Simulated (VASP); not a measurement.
Crystal: Tl.

```
Tl
1.0
     3.50148    0.00000    0.00000
    -1.75074    3.03237    0.00000
     0.00000    0.00000    5.59771
Tl
2
Cartesian
  0.0000 2.0216 1.3994
  1.7507 1.0108 4.1983
```

```yaml
Program: VASP 6.6.1
Task: relaxation of cell and atoms
Functional: PBEsol
Potentials_or_basis: VASP PAW PBE potentials, release 64 (Tl_d)
Cutoff: 600 eV
k_mesh: 11 × 11 × 6
Occupations: fermi-dirac, width 0.05 eV
Spin: no spin polarisation
```

At the start: pressure -1.3 GPa; volume 29.72 Å³/atom.

Problem. How do energy, volume and symmetry change on relaxing?

Solution. Over 6 steps the energy falls by 4.7 meV/atom and the volume is 28.58 Å³/atom (-3.8 %); space group P6_3/mmc (No. 194, to 0.05 Å).

The path:
| step | energy change (eV) | largest force (eV/Å) | pressure (GPa) | volume (Å³) |
| --- | --- | --- | --- | --- |
| 1 | 0.0000 | 0.0000 | -1.28 | 59.44 |
| 2 | -0.0093 | 0.0000 | -0.15 | 57.41 |
| 3 | -0.0094 | 0.0000 | 0.01 | 57.18 |
| 4 | -0.0094 | 0.0000 | -0.03 | 57.22 |
| 5 | -0.0094 | 0.0000 | -0.04 | 57.21 |
| 6 | -0.0095 | 0.0000 | -0.01 | 57.17 |

Final structure:
```cif
data_structure
_symmetry_space_group_name_H-M 'P 1'
_symmetry_Int_Tables_number 1
_cell_length_a 3.4533
_cell_length_b 3.4533
_cell_length_c 5.5355
_cell_angle_alpha 90.000
_cell_angle_beta 90.000
_cell_angle_gamma 120.000
_cell_volume 57.17
loop_
_atom_site_label
_atom_site_type_symbol
_atom_site_fract_x
_atom_site_fract_y
_atom_site_fract_z
_atom_site_occupancy
Tl1 Tl 0.33333 0.66667 0.25000 1
Tl2 Tl 0.66667 0.33333 0.75000 1
```

Caveat: the PAW data sets were made with another functional, which shifts forces and pressure a little.
